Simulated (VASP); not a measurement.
# O (R-3m) in VASP: further runs

Runs on O. Level: PBE. Tasks: electric field gradients, single point.

All numbers are computed with VASP 6.6.1; they aren't measurements. Logs are shortened: lines on timing, memory, paths and dates and some standing lists are left out, and cuts for length are marked.

## 1. The cell of the first run

The structure is trigonal, space group R-3m (No. 166). Conventional cell: a = 3.383 Å, b = 3.383 Å, c = 11.307 Å, α = 90.00°, β = 90.00°, γ = 120.00°. O (site symmetry 3m) has 1 O at 1.24 Å within 1.7 Å.

## 2. Electric field gradients, PBE, collinear spin, ferromagnetic start (18.68 Å³/atom)

INCAR reads:

```
ALGO = Normal ; EDIFF = 1E-8
ENCUT = 520 ; GGA = PE
ISIF = 2 ; ISMEAR = -1
ISPIN = 2 ; LASPH = True
LCHARG = False ; LEFG = True
LORBIT = 11 ; LREAL = False
LWAVE = False ; MAGMOM = 1 1
NBANDS = 17 ; NELM = 150
PREC = Accurate ; SIGMA = 0.02
```

KPOINTS reads:

```
k-points
0
Gamma
  8 8 8
```

POSCAR reads:

```
O
1.0
    1.6915326261      0.9766068170      3.7689524150
   -1.6915326261      0.9766068170      3.7689524150
    0.0000000000     -1.9532136340      3.7689524150
O
2
Direct
    0.9453852800      0.9453852800      0.9453852800
    0.0546147200      0.0546147200      0.0546147200
```

Potentials or basis: VASP PAW PBE potentials, release 64 (O).

Started as:

```sh
cat potpaw_PBE.64/O/POTCAR > POTCAR
mpirun -np 1 vasp_std > vasp.out
```

OUTCAR:

```text
EDIFF = 1E-8
   ENCUT = 520
   GGA = PE
   ISIF = 2
   ISMEAR = -1
   ISPIN = 2
   LASPH = True
   LORBIT = 11
   LREAL = False
   NELM = 150
   PREC = Accurate

 ion  position               nearest neighbor table
   1  0.945  0.945  0.945-   2 1.24
   2  0.055  0.055  0.055-   1 1.24

  LATTYP: Found a trigonal (rhomboedric) cell.
 ALAT       =     4.2450024507
 COS(alpha) =     0.6824333683

  Lattice vectors:

 A1 = (   1.6915326261,   0.9766068170,   3.7689524150)
 A2 = (  -1.6915326261,   0.9766068170,   3.7689524150)
 A3 = (   0.0000000000,  -1.9532136340,   3.7689524150)

Analysis of symmetry for initial positions (statically):
=====================================================================
 Subroutine PRICEL returns:
 Original cell was already a primitive cell.

 Routine SETGRP: Setting up the symmetry group for a
 trigonal (rhombohedral) supercell.

 Subroutine GETGRP returns: Found 12 space group operations
 (whereof 12 operations were pure point group operations)
 out of a pool of 12 trial point group operations.

The static configuration has the point symmetry D_3d.

Analysis of symmetry for dynamics (positions and initial velocities):
=====================================================================
 Subroutine PRICEL returns:
 Original cell was already a primitive cell.

 Routine SETGRP: Setting up the symmetry group for a
 trigonal (rhombohedral) supercell.

 Subroutine GETGRP returns: Found 12 space group operations
 (whereof 12 operations were pure point group operations)
 out of a pool of 12 trial point group operations.

The dynamic configuration has the point symmetry D_3d.

Analysis of structural, dynamic, and magnetic symmetry:
=====================================================================
 Subroutine PRICEL returns:
 Original cell was already a primitive cell.

 Routine SETGRP: Setting up the symmetry group for a
 trigonal (rhombohedral) supercell.

 Subroutine GETGRP returns: Found 12 space group operations
 (whereof 12 operations were pure point group operations)
 out of a pool of 12 trial point group operations.

The overall configuration has the point symmetry D_3d.

 Subroutine INISYM returns: Found 12 space group operations
 (whereof 12 operations are pure point group operations),
 and found     1 'primitive' translations

----------------------------------------------------------------------------------------

                                     Primitive cell

  volume of cell :      37.3570

  direct lattice vectors                    reciprocal lattice vectors
     1.691532626  0.976606817  3.768952415     0.295589924  0.170658922  0.088441906
    -1.691532626  0.976606817  3.768952415    -0.295589924  0.170658922  0.088441906
     0.000000000 -1.953213634  3.768952415     0.000000000 -0.341317844  0.088441906

  length of vectors
     4.245002451  4.245002451  4.245002451     0.352590189  0.352590189  0.352590189

  position of ions in fractional coordinates (direct lattice)
     0.945385280  0.945385280  0.945385280
     0.054614720  0.054614720  0.054614720

  ion indices of the primitive-cell ions
   primitive index   ion index
                 1           1
                 2           2

----------------------------------------------------------------------------------------

 KPOINTS: k-points

Automatic generation of k-mesh.
 Grid dimensions read from file:
 generate k-points for:    8    8    8

 Generating k-lattice:

  Cartesian coordinates                     Fractional coordinates (reciprocal lattice)
     0.036948740  0.021332365  0.011055238     0.125000000  0.000000000 -0.000000000
    -0.036948740  0.021332365  0.011055238     0.000000000  0.125000000 -0.000000000
     0.000000000 -0.042664731  0.011055238    -0.000000000 -0.000000000  0.125000000

[... 52 lines left out ...]
   LSORBIT =      F    spin-orbit coupling
   LASPH  =      T    aspherical Exc in radial PAW
   ENCUT  =  520.0 eV  38.22 Ry    6.18 a.u.   7.89  7.89  7.89*2*pi/ulx,y,z
   NELM   =    150;   NELMIN=  2; NELMDL= -5     # of ELM steps
   EDIFF  = 0.1E-07   stopping-criterion for ELM
   LREAL  =      F    real-space projection
   EDIFFG = 0.1E-06   stopping-criterion for IOM
   NSW    =      0    number of steps for IOM
   IBRION =     -1    ionic relax: 0-MD 1-quasi-New 2-CG
   NFREE  =      0    steps in history (QN), initial steepest desc. (CG)
   ISIF   =      2    stress and relaxation
   ISYM   =      2    0-nonsym 1-usesym 2-fastsym
   POTIM  = 0.5000    time-step for ionic-motion
   TEBEG  =    0.0;   TEEND  =   0.0 temperature during run
   PSTRESS=    0.0 pullay stress
   NELECT =      12.0000    total number of electrons
   NUPDOWN=      -1.0000    fix difference up-down
   EMIN   =  10.00;   EMAX   =-10.00  energy-range for DOS
   EFERMI =   0.00;   METHOD = LEGACY
   ISMEAR =    -1;   SIGMA  =   0.02  broadening in eV -4-tet -1-fermi 0-gaus
   EFERMI_NEDOS =   21; number of points for ismear=-14 and -15
   IALGO  =     38    algorithm
   IMIX   =      4    mixing-type and parameters
     AMIX     =   0.40;   BMIX     =  1.00
     AMIX_MAG =   1.60;   BMIX_MAG =  1.00
  volume/ion in A,a.u.               =      18.68       126.05
  Fermi-wavevector in a.u.,A,eV,Ry     =   1.121187  2.118735 17.103332  1.257059
  Thomas-Fermi vector in A             =   2.257838
   LORBIT       =     11    0 simple, 1 ext, 2 COOP (PROOUT), +10 PAW based schemes
   GGA     = PE    functional components
   LHFCALC =     F    Hartree Fock is set to
   AEXX    =    0.0000 exact exchange contribution
   IVDW    =     0    specifies the selected vdW correction
   LEPSILON=     F    determine dielectric tensor
   LRPA    =     F    only Hartree local field effects (RPA)
 spin polarized calculation
  energy-cutoff  :      520.00
  volume of cell :       37.36
 maximum number of plane-waves:      1022
   NGX = 15   NGY = 15   NGZ = 15

 number of electron      11.9999994 magnetization       1.9999998

 Free energy of the ion-electron system (eV)
  ---------------------------------------------------
  ext. energy  EPLUGINS =         0.00000000
  ---------------------------------------------------
  free energy    TOTEN  =        -9.87660732 eV

  energy without entropy =       -9.87660732  energy(sigma->0) =       -9.87660732

 E-fermi :  -2.2753     XC(G=0):  -7.0733

 val. band max:       -2.8026516570   @ k =   0.5000   0.5000   0.5000
 cond. band min:      -1.4465838206   @ k =   0.5000   0.5000   0.0000
 fundamental gap:      1.3560678365
 Fermi energy:        -2.2752661627

 spin component 1

 k-point     1 :       0.0000    0.0000    0.0000
  band No.  band energies     occupation
      1     -28.7033      1.00000
      2     -16.7350      1.00000
      3     -10.0982      1.00000
      4      -9.0742      1.00000
      5      -9.0742      1.00000
      6      -2.9360      1.00000
[... 459 lines left out ...]
      6      -3.0983      1.00000
[... 9 lines left out ...]
     16      19.7763      0.00000
     17      22.8440      0.00000

 [... further k-points ...]

 spin component 2

 k-point     1 :       0.0000    0.0000    0.0000
  band No.  band energies     occupation
      1     -27.4908      1.00000
      2     -14.9106      1.00000
      3      -9.2709      1.00000
      4      -7.1226      1.00000
      5      -7.1226      1.00000
      6      -0.5539      0.00000
[... 459 lines left out ...]
      6      -0.7729      0.00000
[... 9 lines left out ...]
     16      20.2127      0.00000
     17      23.2340      0.00000

 [... further k-points ...]
[... 5 lines left out ...]
  --------------------------------------------------------------------------------------
  -------------------------------------------------------------------------------------
  Total        0.1640166      0.1640166     -0.0473393      0.0000000     -0.0000000      0.0000000
  in kB        7.0343892      7.0343892     -2.0303015      0.0000000     -0.0000000      0.0000000
  external PRESSURE =       4.0128256 kB  Pullay stress =       0.0000000 kB

 VOLUME and BASIS-vectors are now :
 -----------------------------------------------------------------------------
  energy-cutoff  :      520.00
  volume of cell :       37.36
      direct lattice vectors                 reciprocal lattice vectors
     1.691532626  0.976606817  3.768952415     0.295589924  0.170658922  0.088441906
    -1.691532626  0.976606817  3.768952415    -0.295589924  0.170658922  0.088441906
     0.000000000 -1.953213634  3.768952415     0.000000000 -0.341317844  0.088441906

 POSITION                                       TOTAL-FORCE (eV/Angst)
 -----------------------------------------------------------------------------------
      0.00000      0.00000     10.68934         0.000000     -0.000000      0.128921
      0.00000      0.00000      0.61752         0.000000      0.000000     -0.128921
 -----------------------------------------------------------------------------------
    total drift:                               -0.000000     -0.000000      0.000000

  FREE ENERGIE OF THE ION-ELECTRON SYSTEM (eV)
  ---------------------------------------------------
  free  energy   TOTEN  =        -9.8766073234 eV

  energy  without entropy=       -9.8766073234  energy(sigma->0) =       -9.87660732

 Electric field gradients (V/A^2)
---------------------------------------------------------------------
 ion       V_xx      V_yy      V_zz      V_xy      V_xz      V_yz
---------------------------------------------------------------------
   1     -74.076   -74.076   148.153     0.000    -0.000    -0.000
   2     -74.076   -74.076   148.153     0.000     0.000    -0.000
---------------------------------------------------------------------

 Electric field gradients after diagonalization (V/A^2)
 (convention: |V_zz| > |V_xx| > |V_yy|)
----------------------------------------------------------------------
 ion       V_xx      V_yy      V_zz     asymmetry (V_yy - V_xx)/ V_zz
----------------------------------------------------------------------
   1     -74.076   -74.076   148.153       0.000
   2     -74.076   -74.076   148.153       0.000
----------------------------------------------------------------------

           NMR quadrupolar parameters

 Cq : quadrupolar parameter    Cq=e*Q*V_zz/h
 eta: asymmetry parameters     (V_yy - V_xx)/ V_zz
 Q  : nuclear electric quadrupole moment in mb (millibarn)
----------------------------------------------------------------------
 ion       Cq(MHz)       eta       Q (mb)
----------------------------------------------------------------------
   1       0.358       0.000       1.000
   2       0.358       0.000       1.000
----------------------------------------------------------------------

 total charge

# of ion       s       p       d       tot
------------------------------------------
    1        1.612   3.275   0.000   4.887
    2        1.612   3.275   0.000   4.887
--------------------------------------------------
tot          3.224   6.549   0.000   9.773

 magnetization (x)

# of ion       s       p       d       tot
------------------------------------------
    1        0.011   0.802   0.000   0.813
    2        0.011   0.802   0.000   0.813
--------------------------------------------------
tot          0.021   1.604   0.000   1.625
```

It took 2 min on 1 thread of Intel Xeon 8259CL, shared host; peak memory 0.22 GiB.

Results:

```yaml
Free_energy: -9.8766 eV
Pressure: 0.4 GPa
Largest_force: 0.129 eV/Å
Band_gap_on_the_k_mesh: 1.36 eV (least direct gap 1.41 eV)
Net_moment: 2.00 μB per cell
Site_moments: O +0.81 μB
Largest_electric_field_gradient_by_atom: O +148.2 V/Å²
Valence_electrons_inside_the_program's_atomic_spheres: O 4.89
```

Forces on the atoms (eV/Å):
```
O    0.000  0.000  0.129
O    0.000  0.000 -0.129
```

Levels at points of the mesh, in eV from the valence-band top:
Spin up:
```
           k point  band 4  band 5  band 6  band 7  band 8  band 9  band 10  band 11
(0.00, 0.00, 0.00)   -6.27   -6.27   -0.13   -0.13    6.82   10.26    13.87    15.75
(0.50, 0.00, 0.00)   -6.82   -6.40   -0.53   -0.32    9.13   11.10    11.14    15.40
(0.50, 0.50, 0.00)   -6.56   -6.51   -0.80   -0.06    8.73   10.83    12.29    13.02
(0.50, 0.50, 0.50)   -6.32   -6.32    0.00    0.00    6.91    7.95    11.91    17.51
```
Spin down:
| k point | band 1 | band 2 | band 3 | band 4 | band 5 | band 6 | band 7 | band 8 | band 9 | band 10 |
| --- | --- | --- | --- | --- | --- | --- | --- | --- | --- | --- |
| (0.00, 0.00, 0.00) | -24.69 | -12.11 | -6.47 | -4.32 | -4.32 | 2.25 | 2.25 | 7.23 | 11.29 | 13.93 |
| (0.50, 0.00, 0.00) | -24.60 | -12.11 | -5.93 | -5.34 | -4.48 | 1.73 | 2.00 | 9.95 | 11.53 | 11.93 |
| (0.50, 0.50, 0.00) | -24.59 | -12.25 | -5.65 | -5.22 | -4.60 | 1.36 | 2.35 | 9.65 | 11.20 | 13.03 |
| (0.50, 0.50, 0.50) | -24.66 | -12.56 | -5.52 | -4.38 | -4.38 | 2.42 | 2.42 | 7.64 | 8.23 | 12.65 |

Electric field gradients, principal values (V/Å²):
| atom | least | middle | greatest (by size) |
| --- | --- | --- | --- |
| 1 O | -74.076 | -74.076 | 148.153 |
| 2 O | -74.076 | -74.076 | 148.153 |

Caveat: the standard files for N, O and F lose accuracy on very short bonds; this functional lacks dispersion, which holds the molecules together, so the pressure and a relaxed volume are unreliable; without QUAD_EFG the Cq values of the log hold for a quadrupole moment of 1 mb, not for the nuclei.

(Part 1 of 2 ends here.)
